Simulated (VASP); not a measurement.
# WS2 (P-6m2) in VASP: notebook

The runs below take WS2 through single point, with PBEsol+D3(BJ).

Everything below comes from runs of VASP 6.6.1. Logs are shortened: lines on timing, memory, paths and dates and some standing lists are left out, and cuts for length are marked.

**1. The cell of the first run**

Symmetry: P-6m2, No. 187, hexagonal system. Conventional cell: a = 3.085 Å, b = 3.085 Å, c = 6.296 Å, α = 90.00°, β = 90.00°, γ = 120.00°. W (site symmetry -6m2) has 6 S at 2.38 Å and 6 W at 3.08 Å within 3.1 Å. Within 3.1 Å of S (site symmetry 3m) lie 3 W at 2.38 Å and 6 S at 3.08 Å.

**2. Single point, PBEsol+D3(BJ)**

Input file INCAR:

```
SYSTEM = WS2
  PREC = Accurate
  ENCUT = 520
  EDIFF = 1E-6
  ISMEAR = 0
  SIGMA = 0.02
  LREAL = .False.
  LASPH = .True.
  NELM = 60
  ALGO = Normal
  ISIF = 2
  LWAVE = .False.
  LCHARG = .False.
  GGA = PS
  IVDW = 12
  NBANDS = 20
```

Input file KPOINTS:

```
regular mesh
0
Gamma
  12 12 4
  0 0 0
```

Input file POSCAR:

```
WS2
1.0
    3.0845050501      0.0000000000      0.0000000000
   -1.5422525250      2.6712597314      0.0000000000
    0.0000000000      0.0000000000      6.2955191342
W S
1 2
Direct
    0.3333333333      0.6666666667      0.0000000000
    0.6666666667      0.3333333333      0.7498324038
    0.6666666667      0.3333333333      0.2501675962
```

Potentials or basis: VASP PAW PBE potentials, release 64 (W_sv, S).

The run is started by

```console
$ cat potpaw_PBE.64/W_sv/POTCAR potpaw_PBE.64/S/POTCAR > POTCAR
$ mpirun -np 1 vasp_std > vasp.out
```

OUTCAR:

```text
SYSTEM = WS2
   PREC = Accurate
   ENCUT = 520
   EDIFF = 1E-6
   ISMEAR = 0
   LREAL = .False.
   LASPH = .True.
   NELM = 60
   ISIF = 2
   GGA = PS
   IVDW = 12
 IVDW          = 12

 ion  position               nearest neighbor table
   1  0.333  0.667  0.000-   2 2.38   3 2.38   2 2.38   3 2.38   2 2.38   3 2.38
   2  0.667  0.333  0.750-   1 2.38   1 2.38   1 2.38
   3  0.667  0.333  0.250-   1 2.38   1 2.38   1 2.38

  LATTYP: Found a hexagonal cell.
 ALAT       =     3.0845050501
 C/A-ratio  =     2.0410143708

  Lattice vectors:

 A1 = (   3.0845050501,   0.0000000000,   0.0000000000)
 A2 = (  -1.5422525250,   2.6712597314,   0.0000000000)
 A3 = (   0.0000000000,   0.0000000000,   6.2955191342)

Analysis of symmetry for initial positions (statically):
=====================================================================
 Subroutine PRICEL returns:
 Original cell was already a primitive cell.

 Routine SETGRP: Setting up the symmetry group for a
 hexagonal supercell.

 Subroutine GETGRP returns: Found 12 space group operations
 (whereof 12 operations were pure point group operations)
 out of a pool of 24 trial point group operations.

The static configuration has the point symmetry D_3h.

Analysis of symmetry for dynamics (positions and initial velocities):
=====================================================================
 Subroutine PRICEL returns:
 Original cell was already a primitive cell.

 Routine SETGRP: Setting up the symmetry group for a
 hexagonal supercell.

 Subroutine GETGRP returns: Found 12 space group operations
 (whereof 12 operations were pure point group operations)
 out of a pool of 24 trial point group operations.

The dynamic configuration has the point symmetry D_3h.

 Subroutine INISYM returns: Found 12 space group operations
 (whereof 12 operations are pure point group operations),
 and found     1 'primitive' translations

----------------------------------------------------------------------------------------

                                     Primitive cell

  volume of cell :      51.8720

  direct lattice vectors                    reciprocal lattice vectors
     3.084505050  0.000000000  0.000000000     0.324201123  0.187177605  0.000000000
    -1.542252525  2.671259731  0.000000000     0.000000000  0.374355211  0.000000000
     0.000000000  0.000000000  6.295519134     0.000000000  0.000000000  0.158843136

  length of vectors
     3.084505050  3.084505050  6.295519134     0.374355211  0.374355211  0.158843136

  position of ions in fractional coordinates (direct lattice)
     0.333333333  0.666666667  0.000000000
     0.666666667  0.333333333  0.749832404
     0.666666667  0.333333333  0.250167596

  ion indices of the primitive-cell ions
   primitive index   ion index
                 1           1
                 2           2
                 3           3

----------------------------------------------------------------------------------------

 KPOINTS: regular mesh

Automatic generation of k-mesh.
 Grid dimensions read from file:
 generate k-points for:   12   12    4

 Generating k-lattice:

  Cartesian coordinates                     Fractional coordinates (reciprocal lattice)
     0.027016760  0.015598134  0.000000000     0.083333333 -0.000000000  0.000000000
     0.000000000  0.031196268  0.000000000     0.000000000  0.083333333  0.000000000
     0.000000000  0.000000000  0.039710784     0.000000000  0.000000000  0.250000000

  Length of vectors
     0.031196268  0.031196268  0.039710784

  Shift w.r.t. Gamma in fractional coordinates (k-lattice)
     0.000000000  0.000000000  0.000000000

 Subroutine IBZKPT returns following result:
 ===========================================

 Found     57 irreducible k-points:

 Following reciprocal coordinates:
            Coordinates               Weight
  0.000000  0.000000  0.000000      1.000000
  0.083333  0.000000  0.000000      6.000000
  0.166667  0.000000  0.000000      6.000000
  0.250000 -0.000000  0.000000      6.000000
  0.333333  0.000000  0.000000      6.000000
  0.416667  0.000000  0.000000      6.000000
[... 16 lines left out ...]
  0.250000 -0.000000  0.250000     12.000000
  0.333333  0.000000  0.250000     12.000000
 [... further k-points ...]
   k-points           NKPTS =     57   k-points in BZ     NKDIM =     57   number of bands    NBANDS=     20
   number of dos      NEDOS =    301   number of ions     NIONS =      3
   total plane-waves  NPLWV =  27648
   dimension x,y,z NGX =    24 NGY =   24 NGZ =   48
   dimension x,y,z NGXF=    48 NGYF=   48 NGZF=   96
   ions per type =               1   2
   NGX,Y,Z   is equivalent  to a cutoff of  12.94, 12.94, 12.68 a.u.
   NGXF,Y,Z  is equivalent  to a cutoff of  25.87, 25.87, 25.35 a.u.
 SYSTEM =  WS2
   PREC   = accura    normal or accurate (medium, high low for compatibility)
   ISTART =      0    job   : 0-new  1-cont  2-samecut
   ICHARG =      2    charge: 1-file 2-atom 10-const
   ISPIN  =      1    spin polarized calculation?
   LNONCOLLINEAR =      F non collinear calculations
   LSORBIT =      F    spin-orbit coupling
   LASPH  =      T    aspherical Exc in radial PAW
   ENCUT  =  520.0 eV  38.22 Ry    6.18 a.u.   5.74  5.74 11.71*2*pi/ulx,y,z
   NELM   =     60;   NELMIN=  2; NELMDL= -5     # of ELM steps
   EDIFF  = 0.1E-05   stopping-criterion for ELM
   LREAL  =      F    real-space projection
   EDIFFG = 0.1E-04   stopping-criterion for IOM
   NSW    =      0    number of steps for IOM
   IBRION =     -1    ionic relax: 0-MD 1-quasi-New 2-CG
   NFREE  =      0    steps in history (QN), initial steepest desc. (CG)
   ISIF   =      2    stress and relaxation
   ISYM   =      2    0-nonsym 1-usesym 2-fastsym
   POTIM  = 0.5000    time-step for ionic-motion
   TEBEG  =    0.0;   TEEND  =   0.0 temperature during run
   PSTRESS=    0.0 pullay stress
   NELECT =      26.0000    total number of electrons
   NUPDOWN=      -1.0000    fix difference up-down
   EMIN   =  10.00;   EMAX   =-10.00  energy-range for DOS
   EFERMI =   0.00;   METHOD = LEGACY
   ISMEAR =     0;   SIGMA  =   0.02  broadening in eV -4-tet -1-fermi 0-gaus
   EFERMI_NEDOS =   21; number of points for ismear=-14 and -15
   IALGO  =     38    algorithm
   IMIX   =      4    mixing-type and parameters
     AMIX     =   0.40;   BMIX     =  1.00
     AMIX_MAG =   1.60;   BMIX_MAG =  1.00
  volume/ion in A,a.u.               =      17.29       116.68
  Fermi-wavevector in a.u.,A,eV,Ry     =   1.300434  2.457463 23.009192  1.691128
  Thomas-Fermi vector in A             =   2.431633
   LORBIT       =      0    0 simple, 1 ext, 2 COOP (PROOUT), +10 PAW based schemes
   GGA     = PS    functional components
   LHFCALC =     F    Hartree Fock is set to
   AEXX    =    0.0000 exact exchange contribution
   IVDW    =    12    specifies the selected vdW correction
   LEPSILON=     F    determine dielectric tensor
   LRPA    =     F    only Hartree local field effects (RPA)
 non-spin polarized calculation
 Gauss-broadening in eV      SIGMA  =   0.02
  energy-cutoff  :      520.00
  volume of cell :       51.87
 maximum number of plane-waves:      1408
 NGX is ok and might be reduce to    24
   NGX = 11   NGY = 11   NGZ = 23

 number of electron      26.0000004 magnetization

 Free energy of the ion-electron system (eV)
  ---------------------------------------------------
  ext. energy  EPLUGINS =         0.00000000
  ---------------------------------------------------
  free energy    TOTEN  =       -25.10113420 eV

  energy without entropy =      -25.10113420  energy(sigma->0) =      -25.10113420

 E-fermi :   7.8503     XC(G=0): -11.1649

 val. band max:        7.6318283376   @ k =   0.0000   0.0000   0.5000
 cond. band min:       8.5572173669   @ k =   0.1667   0.1667   0.0000
 fundamental gap:      0.9253890293
 Fermi energy:         7.8502950480

 k-point     1 :       0.0000    0.0000    0.0000
  band No.  band energies     occupation
      1     -66.7315      2.00000
      2     -31.0785      2.00000
      3     -30.7959      2.00000
      4     -30.7959      2.00000
      5      -8.1927      2.00000
      6      -6.1701      2.00000
[... 12 lines left out ...]
     19      15.8631      0.00000
     20      16.5087      0.00000

 k-point     2 :       0.0833    0.0000    0.0000
  band No.  band energies     occupation
      1     -66.7297      2.00000
      2     -31.0725      2.00000
      3     -30.8283      2.00000
      4     -30.8033      2.00000
      5      -8.0628      2.00000
      6      -6.1244      2.00000
[... 12 lines left out ...]
     19      15.9216      0.00000
     20      17.0296      0.00000

 k-point     3 :       0.1667    0.0000    0.0000
  band No.  band energies     occupation
      1     -66.7249      2.00000
      2     -31.0563      2.00000
      3     -30.9158      2.00000
      4     -30.8235      2.00000
      5      -7.6918      2.00000
      6      -5.9942      2.00000
[... 12 lines left out ...]
     19      16.0013      0.00000
     20      17.1078      0.00000

 k-point     4 :       0.2500   -0.0000    0.0000
  band No.  band energies     occupation
      1     -66.7182      2.00000
      2     -31.0341      2.00000
      3     -31.0334      2.00000
      4     -30.8510      2.00000
      5      -7.1353      2.00000
      6      -5.8018      2.00000
[... 12 lines left out ...]
     19      16.1254      0.00000
     20      16.6251      0.00000

 k-point     5 :       0.3333    0.0000    0.0000
  band No.  band energies     occupation
      1     -66.7116      2.00000
      2     -31.1488      2.00000
      3     -31.0118      2.00000
      4     -30.8782      2.00000
      5      -6.4931      2.00000
      6      -5.5880      2.00000
[... 12 lines left out ...]
     19      15.2122      0.00000
     20      15.8372      0.00000
[... 353 lines left out ...]
      6      -6.3193      2.00000
[... 12 lines left out ...]
     19      16.1301      0.00000
     20      16.7442      0.00000

 k-point    22 :       0.1667    0.0000    0.2500
  band No.  band energies     occupation
      1     -66.7249      2.00000
      2     -31.0563      2.00000
      3     -30.9158      2.00000
      4     -30.8235      2.00000
      5      -7.5958      2.00000
      6      -6.1734      2.00000
[... 12 lines left out ...]
     19      16.2004      0.00000
     20      16.7960      0.00000

 k-point    23 :       0.2500   -0.0000    0.2500
  band No.  band energies     occupation
      1     -66.7182      2.00000
      2     -31.0341      2.00000
      3     -31.0334      2.00000
      4     -30.8510      2.00000
      5      -7.0403      2.00000
      6      -5.9567      2.00000
[... 12 lines left out ...]
     19      15.5793      0.00000
     20      16.7655      0.00000

 k-point    24 :       0.3333    0.0000    0.2500
  band No.  band energies     occupation
      1     -66.7116      2.00000
      2     -31.1488      2.00000
      3     -31.0118      2.00000
      4     -30.8782      2.00000
      5      -6.4050      2.00000
      6      -5.7125      2.00000
[... 12 lines left out ...]
     19      14.8300      0.00000
     20      16.2308      0.00000

 [... further k-points ...]

------------------------ aborting loop because EDIFF is reached ----------------------------------------

 Edisp (eV)   -1.18292

 E8    (eV) :    -0.7664

  FORCE on cell =-STRESS in cart. coord.  units (eV):
  Direction    XX          YY          ZZ          XY          YZ          ZX
  --------------------------------------------------------------------------------------
  -------------------------------------------------------------------------------------
  Total       1.32864     1.32864     1.36348     0.00000     0.00000     0.00000
  in kB      41.03792    41.03792    42.11400     0.00000     0.00000     0.00000
  external pressure =       41.40 kB  Pullay stress =        0.00 kB

 VOLUME and BASIS-vectors are now :
 -----------------------------------------------------------------------------
  energy-cutoff  :      520.00
  volume of cell :       51.87
      direct lattice vectors                 reciprocal lattice vectors
     3.084505050  0.000000000  0.000000000     0.324201123  0.187177605  0.000000000
    -1.542252525  2.671259731  0.000000000     0.000000000  0.374355211  0.000000000
     0.000000000  0.000000000  6.295519134     0.000000000  0.000000000  0.158843136

 POSITION                                       TOTAL-FORCE (eV/Angst)
 -----------------------------------------------------------------------------------
     -0.00000      1.78084      0.00000        -0.000000      0.000000      0.000000
      1.54225      0.89042      4.72058         0.000000     -0.000000     -0.022145
      1.54225      0.89042      1.57493         0.000000     -0.000000      0.022145
 -----------------------------------------------------------------------------------
    total drift:                               -0.000000      0.000000     -0.000000

  FREE ENERGIE OF THE ION-ELECTRON SYSTEM (eV)
  ---------------------------------------------------
  free  energy   TOTEN  =       -26.2840523083 eV

  energy  without entropy=      -26.2840523083  energy(sigma->0) =      -26.28405231
```

Run time: 22 s. Hardware: 1 thread of Intel Xeon 6975P-C (Granite Rapids), shared host; peak memory 0.21 GiB.

What came out:

| Quantity | Value |
| --- | --- |
| Free energy | -26.2841 eV |
| Pressure | 4.1 GPa |
| Largest force | 0.022 eV/Å |
| Band gap on the k mesh | 0.93 eV, indirect (least direct gap 2.12 eV) |
| Dispersion energy per atom | -0.394 eV |

Forces on the atoms (eV/Å):
```
W    0.000  0.000  0.000
S    0.000  0.000 -0.022
S    0.000  0.000  0.022
```

Stress tensor (GPa, compression positive):
```
4.10 0.00 0.00
0.00 4.10 0.00
0.00 0.00 4.21
```

Levels at points of the mesh, in eV from the valence-band top:
```
           k point  band 9  band 10  band 11  band 12  band 13  band 14  band 15  band 16  band 17  band 18
(0.00, 0.00, 0.00)   -3.37    -1.99    -1.99    -1.67    -1.56     2.62     2.62     2.67     2.67     5.15
(0.50, 0.00, 0.00)   -5.66    -3.98    -2.15    -1.97    -1.71     2.55     2.73     4.10     4.39     4.65
(0.00, 0.00, 0.50)   -3.34    -3.34    -2.04    -2.04     0.00     2.51     2.51     2.85     2.85     5.41
(0.50, 0.00, 0.50)   -4.92    -4.05    -3.74    -1.54    -1.17     2.77     3.01     3.27     4.19     5.58
```

Caveat: the PAW data sets were made with another functional, which shifts forces and pressure a little; spin-orbit coupling is left out, which moves the levels of the heavy elements.

**3. Single point, PBEsol+D3(BJ)**

This run uses another cell than the first one, of 13.59 Å³/atom, 0.786 times its volume.

Input file INCAR:

```
PREC     = Accurate       # precision mode
ENCUT    = 520            # plane-wave cutoff, eV
EDIFF    = 1E-7           # SCF threshold, eV
ISMEAR   = 0              # smearing method
SIGMA    = 0.02           # smearing width, eV
LREAL    = F              # projectors in reciprocal space
LASPH    = T              # aspherical terms in the spheres
NELM     = 100            # most SCF steps
ALGO     = Normal         # electronic algorithm
ISIF     = 2              # what is computed and relaxed
LWAVE    = F              # write WAVECAR
LCHARG   = F              # write CHGCAR
GGA      = PS             # functional
IVDW     = 12             # dispersion correction
NBANDS   = 20             # bands
```

Input file KPOINTS:

```
Automatic mesh
0
Gamma
  12 12 6
```

Input file POSCAR:

```
WS2
1.0
    2.8595367000      0.0000000000      0.0000000000
   -1.4297683500      2.4764314253      0.0000000000
    0.0000000000      0.0000000000      5.7571817342
W S
1 2
Direct
    0.3333333333      0.6666666667      0.0000000000
    0.6666666667      0.3333333333      0.7227107036
    0.6666666667      0.3333333333      0.2772892964
```

Potentials or basis: VASP PAW PBE potentials, release 64 (W_sv, S).

The run is started by

```console
$ cat potpaw_PBE.64/W_sv/POTCAR potpaw_PBE.64/S/POTCAR > POTCAR
$ mpirun -np 1 vasp_std > vasp.out
```

Wall time 32 s (1 thread of Intel Xeon 6975P-C (Granite Rapids), shared host); peak memory 0.21 GiB.

It converged, with:

```yaml
Free_energy: -24.7413 eV
Pressure: 50.5 GPa
Largest_force: 0.007 eV/Å
Band_gap_on_the_k_mesh: zero (band 13 reaches 11.29 eV, above the bottom of band 14 at 11.24 eV)
Dispersion_energy_per_atom: -0.507 eV
```

Forces on the atoms (eV/Å):
```
W    0.000  0.000  0.000
S    0.000  0.000 -0.007
S    0.000  0.000  0.007
```

Stress tensor (GPa, compression positive):
```
50.43  0.00  0.00
 0.00 50.43  0.00
 0.00  0.00 50.56
```

Levels at points of the mesh, in eV from the Fermi level:
```tsv
k point	band 11	band 12	band 13	band 14	band 15	band 16
(0.00, 0.00, 0.00)	-1.57	-1.57	-1.31	2.76	2.76	3.40
(0.50, 0.00, 0.00)	-3.02	-1.92	-1.64	1.49	3.93	4.40
(0.00, 0.00, 0.50)	-1.73	-1.73	0.07	2.84	2.84	3.55
(0.50, 0.00, 0.50)	-4.34	-1.02	-0.55	2.29	3.93	4.01
```

Caveat: the PAW data sets were made with another functional, which shifts forces and pressure a little; spin-orbit coupling is left out, which moves the levels of the heavy elements; pairwise dispersion overbinds metals, which lowers pressure and volume.

**4. Single point, PBEsol+D3(BJ)**

This run uses another cell than the first one, of 15.01 Å³/atom, 0.868 times its volume.

Input file INCAR:

```
PREC     = Accurate       # precision mode
ENCUT    = 520            # plane-wave cutoff, eV
EDIFF    = 1E-7           # SCF threshold, eV
ISMEAR   = 0              # smearing method
SIGMA    = 0.02           # smearing width, eV
LREAL    = False          # projectors in reciprocal space
LASPH    = True           # aspherical terms in the spheres
NELM     = 60             # most SCF steps
ALGO     = Normal         # electronic algorithm
ISIF     = 2              # what is computed and relaxed
LWAVE    = False          # write WAVECAR
LCHARG   = False          # write CHGCAR
GGA      = PS             # functional
IVDW     = 12             # dispersion correction
NBANDS   = 20             # bands
```

Input file KPOINTS:

```
regular mesh
0
Gamma
  12 12 6
```

Input file POSCAR:

```
WS2
1.0
    2.9598278090      0.0000000000      0.0000000000
   -1.4799139045      2.5632860734      0.0000000000
    0.0000000000      0.0000000000      5.9354939334
W S
1 2
Direct
    0.3333333333      0.6666666667      0.0000000000
    0.6666666667      0.3333333333      0.7324402831
    0.6666666667      0.3333333333      0.2675597169
```

The run is started by

```console
$ cat potpaw_PBE.64/W_sv/POTCAR potpaw_PBE.64/S/POTCAR > POTCAR
$ mpirun -np 1 vasp_std > vasp.out
```

Run time: 28 s. Hardware: 1 thread of Intel Xeon 6975P-C (Granite Rapids), shared host; peak memory 0.22 GiB.

It converged, with:

* Free energy: -25.7234 eV
* Pressure: 25.3 GPa
* Largest force: 0.016 eV/Å
* Band gap on the k mesh: 0.35 eV, indirect (least direct gap 1.35 eV)
* Dispersion energy per atom: -0.457 eV

Forces on the atoms (eV/Å):
```
W    0.000  0.000  0.000
S    0.000  0.000 -0.016
S    0.000  0.000  0.016
```

Levels at points of the mesh, in eV from the valence-band top:
| k point | band 11 | band 12 | band 13 | band 14 | band 15 | band 16 |
| --- | --- | --- | --- | --- | --- | --- |
| (0.00, 0.00, 0.00) | -1.86 | -1.86 | -1.49 | 2.59 | 2.59 | 2.96 |
| (0.50, 0.00, 0.00) | -2.63 | -2.07 | -1.75 | 1.92 | 3.25 | 4.24 |
| (0.00, 0.00, 0.50) | -1.97 | -1.97 | 0.00 | 2.59 | 2.59 | 3.12 |
| (0.50, 0.00, 0.50) | -4.29 | -1.35 | -0.96 | 2.56 | 3.31 | 3.61 |

Caveat: the PAW data sets were made with another functional, which shifts forces and pressure a little; spin-orbit coupling is left out, which moves the levels of the heavy elements. A k mesh can miss the band edges.

**5. Overview**

| cell | k mesh | gap on the mesh (eV) | pressure (GPa) | largest force (eV/Å) |
| --- | --- | --- | --- | --- |
| a = 3.085, b = 3.085, c = 6.296 Å, angles 90.0, 90.0, 120.0°, 3 atoms | 12 × 12 × 4 | 0.93 | 4.1 | 0.02 |
| a = 2.860, b = 2.860, c = 5.757 Å, angles 90.0, 90.0, 120.0°, 3 atoms | 12 × 12 × 6 | none | 50.5 | 0.01 |
| a = 2.960, b = 2.960, c = 5.935 Å, angles 90.0, 90.0, 120.0°, 3 atoms | 12 × 12 × 6 | 0.35 | 25.3 | 0.02 |

Alike in all rows: task single point; level PBEsol+D3(BJ); potentials or basis VASP PAW PBE potentials, release 64 (W_sv, S); no spin polarisation; cutoff (eV) 520; smearing gaussian 0.02 eV.

Caveats: the PAW data sets were made with another functional, which shifts forces and pressure a little; spin-orbit coupling is left out, which moves the levels of the heavy elements; pairwise dispersion overbinds metals, which lowers pressure and volume (some runs).

Absolute energies hang on the potentials; compare differences alone.
